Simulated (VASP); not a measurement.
Al12C: single point with PBE

The system is Al12C, a slab with vacuum.

```xyz
13
Lattice="5.7143 0.0000 0.0000 0.0000 5.7143 0.0000 0.0000 0.0000 19.6750" Properties=species:S:1:pos:R:3 pbc="T T T"
Al    1.4286    1.4286    4.0000
Al    1.4286    4.2857    4.0000
Al    4.2857    1.4286    4.0000
Al    4.2857    4.2857    4.0000
Al    0.0000    0.0000    6.0850
Al    0.0000    2.8572    6.0850
Al    2.8572    0.0000    6.0850
Al    2.8572    2.8572    6.0850
Al    1.4286    1.4286    8.1750
Al    1.4286    4.2857    8.1750
Al    4.2857    1.4286    8.1750
Al    4.2857    4.2857    8.1750
C     1.9048    1.9048    9.9413
```

```yaml
Program: VASP 6.6.1
Task: single point
Functional: PBE
Potentials_or_basis: VASP PAW PBE potentials, release 64 (Al, C)
Cutoff: 520 eV
k_mesh: 5 × 5 × 1
Occupations: gaussian, width 0.1 eV
Spin: no spin polarisation
```

```json
{"Largest force": "1.267 eV/Å", "Band gap on the k mesh": "zero (band 20 reaches -0.46 eV, above the bottom of band 21 at -1.26 eV)"}
```

Forces in eV/Å, atoms in the order of the input:
```
Al  -0.020 -0.020 -0.025
Al   0.087  0.072 -0.043
Al   0.072  0.087 -0.043
Al  -0.063 -0.063  0.043
Al   0.025  0.025  0.037
Al  -0.017 -0.005  0.051
Al  -0.005 -0.017  0.051
Al  -0.010 -0.010 -0.037
Al  -0.452 -0.452 -1.094
Al   0.072 -0.528  0.509
Al  -0.528  0.072  0.509
Al   0.031  0.031  0.029
C    0.808  0.808  0.011
```

Levels at points of the mesh, in eV from the Fermi level:
```tsv
k point	band 18	band 19	band 20	band 21	band 22	band 23
(0.00, 0.00, 0.00)	-0.72	-0.67	-0.47	-0.35	0.01	0.02
```

It took 3.4 min on 1 thread of Intel(R) Xeon(R) 6975P-C (Granite Rapids) (shared host), peak memory 0.62 GiB.
